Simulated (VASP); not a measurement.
# SiC (series) (F-43m) in VASP: further runs

The runs below take SiC (series) through single point, with PBE.

Everything below comes from runs of VASP 6.6.1. Logs are shortened: lines on timing, memory, paths and dates and some standing lists are left out, and cuts for length are marked.

## Step 1: The cell of the first run

It takes space group F-43m (No. 216, cubic). Conventional cell: a = 4.358 Å, b = 4.358 Å, c = 4.358 Å, α = 90.00°, β = 90.00°, γ = 90.00°. Within 2.5 Å of Si (site symmetry -43m) lie 4 C at 1.89 Å. Within 2.5 Å of C (site symmetry -43m) lie 4 Si at 1.89 Å.

## Step 2: Single point, PBE

Contents of INCAR:

```
SYSTEM = SiC
  PREC = Accurate
  ENCUT = 600
  EDIFF = 1E-6
  ISMEAR = 0
  SIGMA = 0.02
  LREAL = .FALSE.
  LASPH = .TRUE.
  NELM = 120
  ALGO = Normal
  ISIF = 2
  LWAVE = .FALSE.
  LCHARG = .FALSE.
  GGA = PE
  NBANDS = 11
  GGA_COMPAT = .FALSE.
```

Contents of KPOINTS:

```
regular mesh
0
G
  8 8 8
  0 0 0
```

Contents of POSCAR:

```
SiC
1.0
    0.0000000000      2.1790000000      2.1790000000
    2.1790000000      0.0000000000      2.1790000000
    2.1790000000      2.1790000000      0.0000000000
Si C
1 1
Direct
    0.0000000000      0.0000000000      0.0000000000
    0.2500000000      0.2500000000      0.2500000000
```

Potentials or basis: VASP PAW PBE potentials, release 64 (Si, C).

Command:

```console
cat potpaw_PBE.64/Si/POTCAR potpaw_PBE.64/C/POTCAR > POTCAR
mpirun -np 1 vasp_std > vasp.out
```

OUTCAR:

```text
SYSTEM = SiC
   PREC = Accurate
   ENCUT = 600
   EDIFF = 1E-6
   ISMEAR = 0
   LREAL = .FALSE.
   LASPH = .TRUE.
   NELM = 120
   ISIF = 2
   GGA = PE

 ion  position               nearest neighbor table
   1  0.000  0.000  0.000-   2 1.89   2 1.89   2 1.89   2 1.89
   2  0.250  0.250  0.250-   1 1.89   1 1.89   1 1.89   1 1.89

  LATTYP: Found a face centered cubic cell.
 ALAT       =     4.3580000000

  Lattice vectors:

 A1 = (   0.0000000000,   2.1790000000,   2.1790000000)
 A2 = (   2.1790000000,   0.0000000000,   2.1790000000)
 A3 = (   2.1790000000,   2.1790000000,   0.0000000000)

Analysis of symmetry for initial positions (statically):
=====================================================================
 Subroutine PRICEL returns:
 Original cell was already a primitive cell.

 Routine SETGRP: Setting up the symmetry group for a
 face centered cubic supercell.

 Subroutine GETGRP returns: Found 24 space group operations
 (whereof 24 operations were pure point group operations)
 out of a pool of 48 trial point group operations.

The static configuration has the point symmetry T_d .

Analysis of symmetry for dynamics (positions and initial velocities):
=====================================================================
 Subroutine PRICEL returns:
 Original cell was already a primitive cell.

 Routine SETGRP: Setting up the symmetry group for a
 face centered cubic supercell.

 Subroutine GETGRP returns: Found 24 space group operations
 (whereof 24 operations were pure point group operations)
 out of a pool of 48 trial point group operations.

The dynamic configuration has the point symmetry T_d .

 Subroutine INISYM returns: Found 24 space group operations
 (whereof 24 operations are pure point group operations),
 and found     1 'primitive' translations

----------------------------------------------------------------------------------------

                                     Primitive cell

  volume of cell :      20.6920

  direct lattice vectors                    reciprocal lattice vectors
     0.000000000  2.179000000  2.179000000    -0.229463056  0.229463056  0.229463056
     2.179000000  0.000000000  2.179000000     0.229463056 -0.229463056  0.229463056
     2.179000000  2.179000000  0.000000000     0.229463056  0.229463056 -0.229463056

  length of vectors
     3.081571352  3.081571352  3.081571352     0.397441672  0.397441672  0.397441672

  position of ions in fractional coordinates (direct lattice)
     0.000000000  0.000000000  0.000000000
     0.250000000  0.250000000  0.250000000

  ion indices of the primitive-cell ions
   primitive index   ion index
                 1           1
                 2           2

----------------------------------------------------------------------------------------

 KPOINTS: regular mesh

Automatic generation of k-mesh.
 Grid dimensions read from file:
 generate k-points for:    8    8    8

 Generating k-lattice:

  Cartesian coordinates                     Fractional coordinates (reciprocal lattice)
    -0.028682882  0.028682882  0.028682882     0.125000000  0.000000000  0.000000000
     0.028682882 -0.028682882  0.028682882     0.000000000  0.125000000  0.000000000
     0.028682882  0.028682882 -0.028682882     0.000000000  0.000000000  0.125000000

  Length of vectors
     0.049680209  0.049680209  0.049680209

  Shift w.r.t. Gamma in fractional coordinates (k-lattice)
     0.000000000  0.000000000  0.000000000

 Subroutine IBZKPT returns following result:
 ===========================================

 Found     29 irreducible k-points:

 Following reciprocal coordinates:
            Coordinates               Weight
  0.000000  0.000000  0.000000      1.000000
  0.125000  0.000000  0.000000      8.000000
  0.250000  0.000000  0.000000      8.000000
  0.375000  0.000000  0.000000      8.000000
  0.500000  0.000000  0.000000      4.000000
  0.125000  0.125000  0.000000      6.000000
[... 16 lines left out ...]
  0.500000  0.250000  0.125000     48.000000
 -0.375000  0.250000  0.125000     24.000000
 [... further k-points ...]
   k-points           NKPTS =     29   k-points in BZ     NKDIM =     29   number of bands    NBANDS=     11
   number of dos      NEDOS =    301   number of ions     NIONS =      2
   total plane-waves  NPLWV =  21952
   dimension x,y,z NGX =    28 NGY =   28 NGZ =   28
   dimension x,y,z NGXF=    56 NGYF=   56 NGZF=   56
   ions per type =               1   1
   NGX,Y,Z   is equivalent  to a cutoff of  15.11, 15.11, 15.11 a.u.
   NGXF,Y,Z  is equivalent  to a cutoff of  30.21, 30.21, 30.21 a.u.
 SYSTEM =  SiC
   PREC   = accura    normal or accurate (medium, high low for compatibility)
   ISTART =      0    job   : 0-new  1-cont  2-samecut
   ICHARG =      2    charge: 1-file 2-atom 10-const
   ISPIN  =      1    spin polarized calculation?
   LNONCOLLINEAR =      F non collinear calculations
   LSORBIT =      F    spin-orbit coupling
   LASPH  =      T    aspherical Exc in radial PAW
   ENCUT  =  600.0 eV  44.10 Ry    6.64 a.u.   6.15  6.15  6.15*2*pi/ulx,y,z
   NELM   =    120;   NELMIN=  2; NELMDL= -5     # of ELM steps
   EDIFF  = 0.1E-05   stopping-criterion for ELM
   LREAL  =      F    real-space projection
   EDIFFG = 0.1E-04   stopping-criterion for IOM
   NSW    =      0    number of steps for IOM
   IBRION =     -1    ionic relax: 0-MD 1-quasi-New 2-CG
   NFREE  =      0    steps in history (QN), initial steepest desc. (CG)
   ISIF   =      2    stress and relaxation
   ISYM   =      2    0-nonsym 1-usesym 2-fastsym
   POTIM  = 0.5000    time-step for ionic-motion
   TEBEG  =    0.0;   TEEND  =   0.0 temperature during run
   PSTRESS=    0.0 pullay stress
   NELECT =       8.0000    total number of electrons
   NUPDOWN=      -1.0000    fix difference up-down
   EMIN   =  10.00;   EMAX   =-10.00  energy-range for DOS
   EFERMI =   0.00;   METHOD = LEGACY
   ISMEAR =     0;   SIGMA  =   0.02  broadening in eV -4-tet -1-fermi 0-gaus
   EFERMI_NEDOS =   21; number of points for ismear=-14 and -15
   IALGO  =     38    algorithm
   IMIX   =      4    mixing-type and parameters
     AMIX     =   0.40;   BMIX     =  1.00
     AMIX_MAG =   1.60;   BMIX_MAG =  1.00
  volume/ion in A,a.u.               =      10.35        69.82
  Fermi-wavevector in a.u.,A,eV,Ry     =   1.192626  2.253736 19.352338  1.422357
  Thomas-Fermi vector in A             =   2.328660
   LORBIT       =      0    0 simple, 1 ext, 2 COOP (PROOUT), +10 PAW based schemes
   GGA     = PE    functional components
   LHFCALC =     F    Hartree Fock is set to
   AEXX    =    0.0000 exact exchange contribution
   IVDW    =     0    specifies the selected vdW correction
   LEPSILON=     F    determine dielectric tensor
   LRPA    =     F    only Hartree local field effects (RPA)
 non-spin polarized calculation
 Gauss-broadening in eV      SIGMA  =   0.02
  energy-cutoff  :      600.00
  volume of cell :       20.69
 maximum number of plane-waves:       701
 NGX is ok and might be reduce to    28
   NGX = 13   NGY = 13   NGZ = 13

 number of electron       8.0000000 magnetization

 Free energy of the ion-electron system (eV)
  ---------------------------------------------------
  ext. energy  EPLUGINS =         0.00000000
  ---------------------------------------------------
  free energy    TOTEN  =       -15.05806667 eV

  energy without entropy =      -15.05806667  energy(sigma->0) =      -15.05806667

 E-fermi :   8.2557     XC(G=0): -11.3559

 val. band max:        8.1072456162   @ k =   0.0000   0.0000   0.0000
 cond. band min:       9.4637677077   @ k =   0.5000   0.5000   0.0000
 fundamental gap:      1.3565220915
 Fermi energy:         8.2557295189

 k-point     1 :       0.0000    0.0000    0.0000
  band No.  band energies     occupation
      1      -7.2963      2.00000
      2       8.1072      2.00000
      3       8.1072      2.00000
      4       8.1072      2.00000
      5      14.3405      0.00000
      6      15.4145      0.00000
      7      15.4145      0.00000
      8      15.4145      0.00000
      9      22.6138      0.00000
     10      22.6138      0.00000
     11      24.5875      0.00000

 k-point     2 :       0.1250    0.0000    0.0000
  band No.  band energies     occupation
      1      -6.9916      2.00000
      2       6.6236      2.00000
      3       7.9064      2.00000
      4       7.9064      2.00000
      5      14.5797      0.00000
      6      15.7660      0.00000
      7      15.7660      0.00000
      8      15.9406      0.00000
      9      21.3949      0.00000
     10      21.3949      0.00000
     11      24.1664      0.00000

 k-point     3 :       0.2500    0.0000    0.0000
  band No.  band energies     occupation
      1      -6.1008      2.00000
      2       3.8158      2.00000
      3       7.5016      2.00000
      4       7.5016      2.00000
      5      14.0967      0.00000
      6      16.0157      0.00000
      7      16.0157      0.00000
      8      17.4597      0.00000
      9      21.2253      0.00000
     10      21.2253      0.00000
     11      23.2484      0.00000

 k-point     4 :       0.3750    0.0000    0.0000
  band No.  band energies     occupation
      1      -4.7465      2.00000
      2       1.0780      2.00000
      3       7.1745      2.00000
      4       7.1745      2.00000
      5      13.6833      0.00000
      6      15.5880      0.00000
      7      15.5880      0.00000
      8      18.1285      0.00000
      9      23.2159      0.00000
     10      23.2159      0.00000
     11      23.6422      0.00000
[... 239 lines left out ...]
 k-point    22 :       0.3750    0.2500    0.1250
  band No.  band energies     occupation
      1      -5.3265      2.00000
      2       3.6233      2.00000
      3       5.2503      2.00000
      4       6.8342      2.00000
      5      13.4734      0.00000
      6      15.7354      0.00000
      7      16.5760      0.00000
      8      18.1771      0.00000
      9      20.3484      0.00000
     10      24.1075      0.00000
     11      27.5299      0.00000

 k-point    23 :       0.5000    0.2500    0.1250
  band No.  band energies     occupation
      1      -4.0258      2.00000
      2       1.5954      2.00000
      3       4.5116      2.00000
      4       6.1858      2.00000
      5      13.4126      0.00000
      6      15.7008      0.00000
      7      17.3065      0.00000
      8      18.5582      0.00000
      9      21.4922      0.00000
     10      24.6042      0.00000
     11      27.4408      0.00000

 k-point    24 :      -0.3750    0.2500    0.1250
  band No.  band energies     occupation
      1      -3.0815      2.00000
      2       0.2809      2.00000
      3       4.3998      2.00000
      4       5.8497      2.00000
      5      13.3553      0.00000
      6      15.3831      0.00000
      7      18.2561      0.00000
      8      19.1076      0.00000
      9      21.5306      0.00000
     10      24.3299      0.00000
     11      27.4340      0.00000

 [... further k-points ...]

------------------------ aborting loop because EDIFF is reached ----------------------------------------

  FORCE on cell =-STRESS in cart. coord.  units (eV):
  Direction    XX          YY          ZZ          XY          YZ          ZX
  --------------------------------------------------------------------------------------
  -------------------------------------------------------------------------------------
  Total        0.3978619      0.3978619      0.3978619      0.0000000      0.0000000      0.0000000
  in kB       30.8064179     30.8064179     30.8064179      0.0000000      0.0000000      0.0000000
  external PRESSURE =      30.8064179 kB  Pullay stress =       0.0000000 kB

 VOLUME and BASIS-vectors are now :
 -----------------------------------------------------------------------------
  energy-cutoff  :      600.00
  volume of cell :       20.69
      direct lattice vectors                 reciprocal lattice vectors
     0.000000000  2.179000000  2.179000000    -0.229463056  0.229463056  0.229463056
     2.179000000  0.000000000  2.179000000     0.229463056 -0.229463056  0.229463056
     2.179000000  2.179000000  0.000000000     0.229463056  0.229463056 -0.229463056

 POSITION                                       TOTAL-FORCE (eV/Angst)
 -----------------------------------------------------------------------------------
      0.00000      0.00000      0.00000        -0.000000     -0.000000      0.000000
      1.08950      1.08950      1.08950         0.000000      0.000000     -0.000000
 -----------------------------------------------------------------------------------
    total drift:                               -0.000000     -0.000000     -0.000000

  FREE ENERGIE OF THE ION-ELECTRON SYSTEM (eV)
  ---------------------------------------------------
  free  energy   TOTEN  =       -15.0580666677 eV

  energy  without entropy=      -15.0580666677  energy(sigma->0) =      -15.05806667
```

Run time: 11 s. Hardware: 1 thread of AMD EPYC 7R43 (Zen 3), shared host; peak memory 0.12 GiB.

Results:

* Free energy: -15.0581 eV
* Pressure: 3.1 GPa
* Band gap on the k mesh: 1.36 eV, indirect (least direct gap 4.54 eV)

Levels at points of the mesh, in eV from the valence-band top:
| k point | band 1 | band 2 | band 3 | band 4 | band 5 | band 6 | band 7 | band 8 | band 9 |
| --- | --- | --- | --- | --- | --- | --- | --- | --- | --- |
| (0.00, 0.00, 0.00) | -15.40 | 0.00 | 0.00 | 0.00 | 6.23 | 7.31 | 7.31 | 7.31 | 14.51 |
| (0.50, 0.00, 0.00) | -11.84 | -8.53 | -1.05 | -1.05 | 5.43 | 7.23 | 7.23 | 10.05 | 16.20 |
| (0.50, 0.50, 0.00) | -10.39 | -7.79 | -3.19 | -3.19 | 1.36 | 4.32 | 14.03 | 14.03 | 14.78 |

(Continued in part 2 of 2.)
